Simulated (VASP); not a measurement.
Write the native input for VASP 6.6.1 that does the following.

| Quantity | Value |
| --- | --- |
| Task | single point |
| Functional | PBE |
| Potentials or basis | VASP PAW PBE potentials, release 64 (Be, C) |
| Cutoff | 600 eV |
| k mesh | 14 × 14 × 14 |
| Occupations | fermi-dirac, width 0.001 eV |
| Spin | no spin polarisation |
| Dipole correction | no |
| Further INCAR settings | ALGO = Normal; EDIFF = 1e-06; NBANDS = 11 |

The structure of Be2C lies in POSCAR:

```
Be2C
1.0
    0.0000000000      2.1650000000      2.1650000000
    2.1650000000      0.0000000000      2.1650000000
    2.1650000000      2.1650000000      0.0000000000
Be C
2 1
Direct
    0.2500000000      0.2500000000      0.2500000000
    0.7500000000      0.7500000000      0.7500000000
    0.0000000000      0.0000000000      0.0000000000
```

One way to write it, as run:

INCAR

```
SYSTEM = Be2C
  ALGO = Normal
  EDIFF = 1E-6
  ENCUT = 600
  GGA = PE
  GGA_COMPAT = .FALSE.
  ISIF = 2
  ISMEAR = -1
  LASPH = .TRUE.
  LCHARG = .FALSE.
  LREAL = .FALSE.
  LWAVE = .FALSE.
  NBANDS = 11
  NELM = 120
  PREC = Accurate
  SIGMA = 0.001
```

KPOINTS

```
k-points
0
G
  14 14 14
  0 0 0
```

Potentials or basis: VASP PAW PBE potentials, release 64 (Be, C).

Run with:

```bash
$ cat potpaw_PBE.64/Be/POTCAR potpaw_PBE.64/C/POTCAR > POTCAR
$ mpirun -np 1 vasp_std > vasp.out
```

It gave:

| Property | Result |
| --- | --- |
| Pressure | 0.0 GPa |
| Band gap on the k mesh | 1.16 eV, indirect (least direct gap 4.13 eV) |

Wall time 6.7 s on 1 thread of Intel(R) Xeon(R) 6975P-C (Granite Rapids), with other jobs on the host, peak memory 0.15 GiB.
